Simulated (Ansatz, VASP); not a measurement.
**Mo3N: VASP beside Ansatz**

```
CELL_PARAMETERS angstrom
5.30759 0.00000 0.00000
-2.65379 4.59651 0.00000
0.00000 0.00000 4.26016
ATOMIC_POSITIONS crystal
Mo 0.83300 0.66600 0.25000
Mo 0.16700 0.83300 0.75000
Mo 0.33400 0.16700 0.25000
Mo 0.16700 0.33400 0.75000
Mo 0.83300 0.16700 0.25000
Mo 0.66600 0.83300 0.75000
N 0.33333 0.66667 0.25000
N 0.66667 0.33333 0.75000
```

Alike in both runs: task relaxation of cell and atoms; functional PBE; k mesh 6 × 6 × 4; occupations gaussian, width 0.1 eV; no spin polarisation.

|  | VASP | Ansatz |
| --- | --- | --- |
| version | VASP 6.6.1 | Ansatz 0.2.0 |
| potentials or method | VASP PAW PBE potentials, release 64 (Mo_sv, N), cutoff 600 eV | scalar-relativistic, plane waves, PAW |
| valence electrons in the cell | 94 | 94 |

Ansatz gave:

- gap on the k mesh at the Fermi level, each at its own relaxed structure (eV): none
- relaxed volume (Å³/atom): 13.62
- relaxed cell length with the largest relative difference (Å): 4.489

Question: Which values does VASP return?

Answer: gap on the k mesh at the Fermi level, each at its own relaxed structure (eV): none; relaxed volume (Å³/atom): 13.66; relaxed cell length with the largest relative difference (Å): 4.497.

A gap of «none» marks a metal or a gap that the smearing closes.

The k mesh is coarse, so the values compare programs but aren't converged.
